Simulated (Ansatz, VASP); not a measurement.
# Two plane-wave programs on SiO2

```xyz
6
Lattice="4.0984 0.0000 0.0000 0.0000 4.0984 0.0000 0.0000 0.0000 2.8230" Properties=species:S:1:pos:R:3 pbc="T T T"
Si    2.0492    2.0492    1.4115
Si    0.0000    0.0000    0.0000
O     2.8460    2.8460    0.0000
O     0.7968    3.3016    1.4115
O     1.2524    1.2524    0.0000
O     3.3016    0.7968    1.4115
```

Alike in both runs: task single point; functional LDA; k mesh 6 × 6 × 10; occupations gaussian, width 0.05 eV; no spin polarisation.

|  | VASP | Ansatz |
| --- | --- | --- |
| version | VASP 6.6.1 | Ansatz 0.2.0 |
| potentials or method | VASP PAW LDA potentials, release 64 (Si, O_h), cutoff 910 eV | scalar-relativistic, plane waves, PAW |
| valence electrons in the cell | 32 | 32 |

Ansatz gave:

| Quantity | Value |
| --- | --- |
| gap on the k mesh at the Fermi level (eV) | 4.96 |
| least direct gap on the mesh (eV) | 4.96 |
| rms of the force components (eV/Å) | 0.123 |

Question: Estimate VASP's values.

Answer: gap on the k mesh at the Fermi level (eV): 4.98; least direct gap on the mesh (eV): 4.98; rms of the force components (eV/Å): 0.124.

Ansatz warns that its potentials were made for another functional, while VASP's fit it. LDA's correlation is that of Perdew and Zunger in VASP and of Perdew and Wang (1992) in Ansatz. Atom by atom the forces differ by 0.000 eV/Å (rms over components).

Noted on VASP's run: the cutoff is short for stress, so the pressure is rough.
